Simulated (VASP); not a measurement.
A run of VASP 6.6.1 is set up as follows.

File INCAR:

```
  PREC = Accurate
  ENCUT = 600
  EDIFF = 1E-6
  ISMEAR = 0
  SIGMA = 0.1
  LREAL = False
  LASPH = True
  NELM = 100
  ALGO = Normal
  ISIF = 3
  LWAVE = False
  LCHARG = False
  GGA = PE
  IBRION = 2
  NSW = 100
  EDIFFG = -0.01
```

KPOINTS

```
regular mesh
0
Gamma
  18 18 12
```

File POSCAR:

```
S
1.0
    4.0197978606      0.0000000000      0.0000000000
   -2.0098989303      3.4812470654      0.0000000000
    0.0000000000      0.0000000000      4.8204101015
S
2
Direct
    0.3333333333      0.6666666667      0.5000000000
    0.6666666667      0.3333333333      0.5000000000
```

Potentials or basis: VASP PAW PBE potentials, release 64 (S).

Run with:

```bash
$ cat potpaw_PBE.64/S/POTCAR > POTCAR
$ mpirun -np 1 vasp_std > vasp.out
```

Predict the band gap on the k mesh.

zero (bands 6 and 7 overlap by 0.51 eV).

What does it give for the space group after relaxing (to 0.1 Å)?

P6/mmm (No. 191).

Predict the relaxed cell.

a = 3.988 Å, b = 3.988 Å, c = 4.555 Å, α = 90.00°, β = 90.00°, γ = 120.00°.

The path:
```csv
step,energy change (eV),largest force (eV/Å),pressure (GPa),volume (Å³)
1,0.0000,0.0000,-0.77,67.46
2,-0.0030,0.0000,0.36,65.89
3,-0.0038,0.0000,-0.02,66.37
4,-0.0038,0.0000,-0.03,66.39
5,-0.0038,0.0000,-0.04,66.36
6,-0.0039,0.0000,-0.03,66.24
7,-0.0040,0.0000,-0.03,66.01
8,-0.0041,0.0000,-0.03,65.54
9,-0.0045,0.0000,-0.02,64.61
10,-0.0049,0.0000,0.00,62.74
```

Caveat: this functional lacks dispersion, which binds the layers, so the pressure and a relaxed spacing across them are unreliable.
